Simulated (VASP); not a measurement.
# GaAs2 (P4/nmm) in VASP: a series of runs, part 2 of 2

VASP 6.6.1. Earlier steps stand in the parts before.

### Step 4. Single point, PBE+D3(BJ)

File INCAR:

```
  ALGO = Normal
  EDIFF = 1E-6
  ENCUT = 520
  GGA = PE
  ISIF = 2
  ISMEAR = 1
  IVDW = 12
  LASPH = T
  LCHARG = F
  LREAL = F
  LWAVE = F
  NBANDS = 32
  NELM = 80
  PREC = Accurate
  SIGMA = 0.0783
```

File KPOINTS:

```
k-points
0
Gamma
  5 5 3
```

File POSCAR:

```
GaAs2
1.0
    3.7649910000      0.0000000000      0.0000000000
    0.0000000000      3.7649910000      0.0000000000
    0.0000000000      0.0000000000      7.7953520000
Ga As
2 4
Direct
    0.0000000000      0.5000000000      0.2810000000
    0.5000000000      0.0000000000      0.7190000000
    0.0000000000      0.0000000000      0.0000000000
    0.5000000000      0.5000000000      0.0000000000
    0.0000000000      0.5000000000      0.6390000000
    0.5000000000      0.0000000000      0.3610000000
```

Potentials or basis: VASP PAW PBE potentials, release 64 (Ga_d, As).

On the command line:

```
$ cat potpaw_PBE.64/Ga_d/POTCAR potpaw_PBE.64/As/POTCAR > POTCAR
$ mpirun -np 1 vasp_std > vasp.out
```

OUTCAR:

```text
EDIFF = 1E-6
   ENCUT = 520
   GGA = PE
   ISIF = 2
   ISMEAR = 1
   IVDW = 12
   LASPH = T
   LREAL = F
   NELM = 80
   PREC = Accurate
 IVDW          = 12

 ion  position               nearest neighbor table
   1  0.000  0.500  0.281-   6 2.73   6 2.73   6 2.73   6 2.73   5 2.79   3 2.89   4 2.89   4 2.89
                             3 2.89
   2  0.500  0.000  0.719-   5 2.73   5 2.73   5 2.73   5 2.73   6 2.79   3 2.89   3 2.89   4 2.89
                             4 2.89
   3  0.000  0.000  0.000-   4 2.66   4 2.66   4 2.66   4 2.66   2 2.89   2 2.89   1 2.89   1 2.89

   4  0.500  0.500  0.000-   3 2.66   3 2.66   3 2.66   3 2.66   2 2.89   1 2.89   1 2.89   2 2.89

   5  0.000  0.500  0.639-   2 2.73   2 2.73   2 2.73   2 2.73   1 2.79
   6  0.500  0.000  0.361-   1 2.73   1 2.73   1 2.73   1 2.73   2 2.79

  LATTYP: Found a simple tetragonal cell.
 ALAT       =     3.7649910000
 C/A-ratio  =     2.0704835682

  Lattice vectors:

 A1 = (   3.7649910000,   0.0000000000,   0.0000000000)
 A2 = (   0.0000000000,   3.7649910000,   0.0000000000)
 A3 = (   0.0000000000,   0.0000000000,   7.7953520000)

Analysis of symmetry for initial positions (statically):
=====================================================================
 Subroutine PRICEL returns:
 Original cell was already a primitive cell.

 Routine SETGRP: Setting up the symmetry group for a
 simple tetragonal supercell.

 Subroutine GETGRP returns: Found 16 space group operations
 (whereof  8 operations were pure point group operations)
 out of a pool of 16 trial point group operations.

The static configuration has the point symmetry D_2d.
 The point group associated with its full space group is D_4h.

Analysis of symmetry for dynamics (positions and initial velocities):
=====================================================================
 Subroutine PRICEL returns:
[... 125 lines left out ...]
     AMIX_MAG =   1.60;   BMIX_MAG =  1.00
  volume/ion in A,a.u.               =      18.42       124.28
  Fermi-wavevector in a.u.,A,eV,Ry     =   1.222380  2.309963 20.330000  1.494213
  Thomas-Fermi vector in A             =   2.357529
   LORBIT       =      0    0 simple, 1 ext, 2 COOP (PROOUT), +10 PAW based schemes
   GGA     = PE    functional components
   LHFCALC =     F    Hartree Fock is set to
   AEXX    =    0.0000 exact exchange contribution
   IVDW    =    12    specifies the selected vdW correction
   LEPSILON=     F    determine dielectric tensor
   LRPA    =     F    only Hartree local field effects (RPA)
 non-spin polarized calculation
 Methfessel and Paxton  Order N= 1 SIGMA  =   0.08
  energy-cutoff  :      520.00
  volume of cell :      110.50
 maximum number of plane-waves:      2991
   NGX = 15   NGY = 15   NGZ = 29

 number of electron      46.0000028 magnetization

 Free energy of the ion-electron system (eV)
  ---------------------------------------------------
  ext. energy  EPLUGINS =         0.00000000
  ---------------------------------------------------
  free energy    TOTEN  =       -22.36544890 eV

  energy without entropy =      -22.35697927  energy(sigma->0) =      -22.36262569

 E-fermi :   6.3340     XC(G=0): -10.9328

 val. band max:        6.3217939698   @ k =   0.2000   0.2000   0.3333
 cond. band min:       6.3347781745   @ k =   0.2000   0.2000   0.3333
 fundamental gap:      0.0129842047
 Fermi energy:         6.3339584091

 k-point     1 :       0.0000    0.0000    0.0000
  band No.  band energies     occupation
      1      -8.6489      2.00000
      2      -8.6183      2.00000
      3      -8.5589      2.00000
      4      -8.5528      2.00000
      5      -8.5402      2.00000
      6      -8.5402      2.00000
[... 409 lines left out ...]
     31      13.4964      0.00000
     32      13.5855      0.00000

------------------------ aborting loop because EDIFF is reached ----------------------------------------

 Edisp (eV)   -2.55679

 E8    (eV) :    -1.1106

  FORCE on cell =-STRESS in cart. coord.  units (eV):
  Direction    XX          YY          ZZ          XY          YZ          ZX
  --------------------------------------------------------------------------------------
  -------------------------------------------------------------------------------------
  Total       2.63626     2.63626    -1.07277     0.00000     0.00000     0.00000
  in kB      38.22390    38.22390   -15.55443     0.00000     0.00000     0.00000
  external pressure =       20.30 kB  Pullay stress =        0.00 kB

 VOLUME and BASIS-vectors are now :
 -----------------------------------------------------------------------------
  energy-cutoff  :      520.00
  volume of cell :      110.50
      direct lattice vectors                 reciprocal lattice vectors
     3.764991000  0.000000000  0.000000000     0.265604885  0.000000000  0.000000000
     0.000000000  3.764991000  0.000000000     0.000000000  0.265604885  0.000000000
     0.000000000  0.000000000  7.795352000     0.000000000  0.000000000  0.128281571

 POSITION                                       TOTAL-FORCE (eV/Angst)
 -----------------------------------------------------------------------------------
      0.00000      1.88250      2.19049         0.000000     -0.000000      0.623508
      1.88250      0.00000      5.60486         0.000000     -0.000000     -0.623508
      0.00000      0.00000      0.00000         0.000000     -0.000000      0.000000
      1.88250      1.88250      0.00000         0.000000      0.000000      0.000000
      0.00000      1.88250      4.98123         0.000000      0.000000     -0.465079
      1.88250      0.00000      2.81412         0.000000     -0.000000      0.465079
 -----------------------------------------------------------------------------------
    total drift:                                0.000000      0.000000      0.000000

  FREE ENERGIE OF THE ION-ELECTRON SYSTEM (eV)
  ---------------------------------------------------
  free  energy   TOTEN  =       -24.9222399311 eV

  energy  without entropy=      -24.9137703018  energy(sigma->0) =      -24.91941672
```

OSZICAR:

```text
N       E                     dE             d eps       ncg     rms          rms(c)
DAV:   1     0.354954567242E+03    0.35495E+03   -0.21008E+04   848   0.200E+03
DAV:   2     0.233390308010E+02   -0.33162E+03   -0.31522E+03   856   0.524E+02
DAV:   3    -0.207673304710E+02   -0.44106E+02   -0.42963E+02   944   0.129E+02
DAV:   4    -0.224304457050E+02   -0.16631E+01   -0.16540E+01   936   0.268E+01
DAV:   5    -0.224664600316E+02   -0.36014E-01   -0.35881E-01   952   0.383E+00    0.454E+00
DAV:   6    -0.224102512416E+02    0.56209E-01   -0.53168E-01  1048   0.628E+00    0.292E+00
DAV:   7    -0.223952154692E+02    0.15036E-01   -0.41787E-01   968   0.213E+00    0.175E+00
DAV:   8    -0.223666278859E+02    0.28588E-01   -0.11503E-01   960   0.129E+00    0.354E-01
DAV:   9    -0.223655139531E+02    0.11139E-02   -0.23895E-02   888   0.704E-01    0.120E-01
DAV:  10    -0.223654352771E+02    0.78676E-04   -0.95573E-04  1096   0.198E-01    0.600E-02
DAV:  11    -0.223654576704E+02   -0.22393E-04   -0.14918E-04   912   0.689E-02    0.271E-02
DAV:  12    -0.223654490083E+02    0.86621E-05   -0.19323E-05   888   0.242E-02    0.662E-03
DAV:  13    -0.223654489041E+02    0.10424E-06   -0.47072E-06   840   0.135E-02
   1 F= -.24922240E+02 E0= -.24919417E+02  d E =-.846963E-02
```

Run time: 35 s. Hardware: 1 thread of Intel Xeon 6975P-C, shared host; peak memory 0.22 GiB.

Results:

| Quantity | Value |
| --- | --- |
| Free energy | -24.9222 eV |
| Pressure | 2.0 GPa |
| Largest force | 0.624 eV/Å |
| Band gap on the k mesh | zero (band 23 reaches 6.47 eV, above the bottom of band 24 at 5.45 eV) |
| Dispersion energy per atom | -0.426 eV |

Forces on the atoms (eV/Å):
```
Ga   0.000  0.000  0.624
Ga   0.000  0.000 -0.624
As   0.000  0.000  0.000
As   0.000  0.000  0.000
As   0.000  0.000 -0.465
As   0.000  0.000  0.465
```

Caveat: pairwise dispersion overbinds metals, which lowers pressure and volume.

### Step 5. Single point, PBE

File INCAR:

```
ALGO = Normal ; EDIFF = 1E-6
ENCUT = 520 ; GGA = PE
ISIF = 2 ; ISMEAR = 1
LASPH = T ; LCHARG = F
LREAL = F ; LWAVE = F
NBANDS = 32 ; NELM = 60
PREC = Accurate ; SIGMA = 0.0783
```

File KPOINTS:

```
Automatic mesh
0
Gamma
  5 5 3
  0.5 0.5 0.5
```

POSCAR is that of step 4.

Potentials or basis: VASP PAW PBE potentials, release 64 (Ga_d, As).

On the command line:

```
$ cat potpaw_PBE.64/Ga_d/POTCAR potpaw_PBE.64/As/POTCAR > POTCAR
$ mpirun -np 1 vasp_std > vasp.out
```

OUTCAR:

```text
EDIFF = 1E-6
   ENCUT = 520
   GGA = PE
   ISIF = 2
   ISMEAR = 1
   LASPH = T
   LREAL = F
   NELM = 60
   PREC = Accurate

 ion  position               nearest neighbor table
   1  0.000  0.500  0.281-   6 2.73   6 2.73   6 2.73   6 2.73   5 2.79   3 2.89   4 2.89   4 2.89
                             3 2.89
   2  0.500  0.000  0.719-   5 2.73   5 2.73   5 2.73   5 2.73   6 2.79   3 2.89   3 2.89   4 2.89
                             4 2.89
   3  0.000  0.000  0.000-   4 2.66   4 2.66   4 2.66   4 2.66   2 2.89   2 2.89   1 2.89   1 2.89
[... 620 lines left out ...]
  -------------------------------------------------------------------------------------
  Total        5.0197947      5.0197947      1.7108066      0.0000000      0.0000000      0.0000000
  in kB       72.7834983     72.7834983     24.8054936      0.0000000      0.0000000      0.0000000
  external PRESSURE =      56.7908301 kB  Pullay stress =       0.0000000 kB

 VOLUME and BASIS-vectors are now :
 -----------------------------------------------------------------------------
  energy-cutoff  :      520.00
  volume of cell :      110.50
      direct lattice vectors                 reciprocal lattice vectors
     3.764991000  0.000000000  0.000000000     0.265604885  0.000000000  0.000000000
     0.000000000  3.764991000  0.000000000     0.000000000  0.265604885  0.000000000
     0.000000000  0.000000000  7.795352000     0.000000000  0.000000000  0.128281571

 POSITION                                       TOTAL-FORCE (eV/Angst)
 -----------------------------------------------------------------------------------
      0.00000      1.88250      2.19049         0.000000     -0.000000      0.679976
      1.88250      0.00000      5.60486        -0.000000     -0.000000     -0.679976
      0.00000      0.00000      0.00000        -0.000000     -0.000000      0.000000
      1.88250      1.88250      0.00000         0.000000     -0.000000      0.000000
      0.00000      1.88250      4.98123        -0.000000      0.000000     -0.390994
      1.88250      0.00000      2.81412        -0.000000     -0.000000      0.390994
 -----------------------------------------------------------------------------------
    total drift:                                0.000000      0.000000      0.000000

  FREE ENERGIE OF THE ION-ELECTRON SYSTEM (eV)
  ---------------------------------------------------
  free  energy   TOTEN  =       -22.6892120041 eV

  energy  without entropy=      -22.6881860704  energy(sigma->0) =      -22.68887003
```

OSZICAR:

```text
N       E                     dE             d eps       ncg     rms          rms(c)
DAV:   1     0.345047039178E+03    0.34505E+03   -0.20613E+04   840   0.197E+03
DAV:   2     0.227336645730E+02   -0.32231E+03   -0.30577E+03   832   0.508E+02
DAV:   3    -0.210366989027E+02   -0.43770E+02   -0.42193E+02   944   0.128E+02
DAV:   4    -0.227494002031E+02   -0.17127E+01   -0.16973E+01   920   0.262E+01
DAV:   5    -0.227930553728E+02   -0.43655E-01   -0.43576E-01   928   0.404E+00    0.465E+00
DAV:   6    -0.227065925287E+02    0.86463E-01   -0.21528E-01  1040   0.600E+00    0.275E+00
DAV:   7    -0.226908826297E+02    0.15710E-01   -0.65618E-02  1024   0.204E+00    0.700E-01
DAV:   8    -0.226892706254E+02    0.16120E-02   -0.12653E-02   944   0.816E-01    0.124E-01
DAV:   9    -0.226892050392E+02    0.65586E-04   -0.14678E-03  1088   0.315E-01    0.625E-02
DAV:  10    -0.226892075990E+02   -0.25597E-05   -0.16410E-04   944   0.934E-02    0.227E-02
DAV:  11    -0.226892120067E+02   -0.44078E-05   -0.26235E-05   984   0.282E-02    0.549E-03
DAV:  12    -0.226892120041E+02    0.25866E-08   -0.33072E-06   776   0.137E-02
   1 F= -.22689212E+02 E0= -.22688870E+02  d E =-.102593E-02
```

stdout:

```text
POSCAR found type information on POSCAR GaAs
 POSCAR found :  2 types and       6 ions
 scaLAPACK will be used
 LDA part: xc-table for (Slater+PW92), standard interpolation
 POSCAR, INCAR and KPOINTS ok, starting setup
 FFT: planning ... GRIDC
 FFT: planning ... GRID_SOFT
 FFT: planning ... GRID
 WAVECAR not read
 entering main loop
```

Run time: 36 s. Hardware: 1 thread of Intel Xeon 6975P-C, shared host; peak memory 0.21 GiB.

What came out:

```
Free energy            : -22.6892 eV
Pressure               : 5.7 GPa
Largest force          : 0.680 eV/Å
Band gap on the k mesh : zero (band 23 reaches 7.36 eV, above the bottom of band 24 at 4.74 eV)
```

Forces on the atoms (eV/Å):
```
Ga   0.000  0.000  0.680
Ga   0.000  0.000 -0.680
As   0.000  0.000  0.000
As   0.000  0.000  0.000
As   0.000  0.000 -0.391
As   0.000  0.000  0.391
```

### Step 6. Overview

```csv
level,k mesh,gap on the mesh (eV),pressure (GPa),largest force (eV/Å)
PBE,5 × 5 × 3,none,5.8,0.63
PBE+D3(BJ),5 × 5 × 3,none,2.0,0.62
PBE,"5 × 5 × 3, shifted",none,5.7,0.68
```

Alike in all rows: task single point; potentials or basis VASP PAW PBE potentials, release 64 (Ga_d, As); no spin polarisation; cell as given; cutoff (eV) 520; smearing methfessel-paxton 0.0783 eV.

Every run on the cell as given and a fine mesh finds a metal. The pressure there spans 2.0 GPa (PBE+D3(BJ)) to 5.8 GPa (PBE); a positive pressure means that this level wants a larger cell, a negative one a smaller.

Caveats: pairwise dispersion overbinds metals, which lowers pressure and volume (some runs).

Total energies depend on the potentials used, so only differences within one code and one set of settings carry meaning.
